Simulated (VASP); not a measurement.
Input of a VASP 6.6.1 run:

INCAR

```
SYSTEM = Au
PREC = Accurate
ENCUT = 520
EDIFF = 1E-6
ISMEAR = -1
SIGMA = 0.1
LREAL = .FALSE.
LASPH = .TRUE.
NELM = 100
ALGO = Normal
ISIF = 2
LWAVE = .FALSE.
LCHARG = .FALSE.
GGA = PS
NBANDS = 12
```

Contents of KPOINTS:

```
Automatic mesh
0
G
  18 18 18
  0 0 0
```

Contents of POSCAR:

```
Au
1.0
    0.0000000000      2.0416705590      2.0416705590
    2.0416705590      0.0000000000      2.0416705590
    2.0416705590      2.0416705590      0.0000000000
Au
1
Direct
    0.0000000000      0.0000000000      0.0000000000
```

Potentials or basis: VASP PAW PBE potentials, release 64 (Au).

Command:

```console
$ cat potpaw_PBE.64/Au/POTCAR > POTCAR
$ mpirun -np 1 vasp_std > vasp.out
```

(1) Estimate the pressure.

Answers

(1) -0.3 GPa.

Caveat: the PAW data sets were made with another functional, which shifts forces and pressure a little.
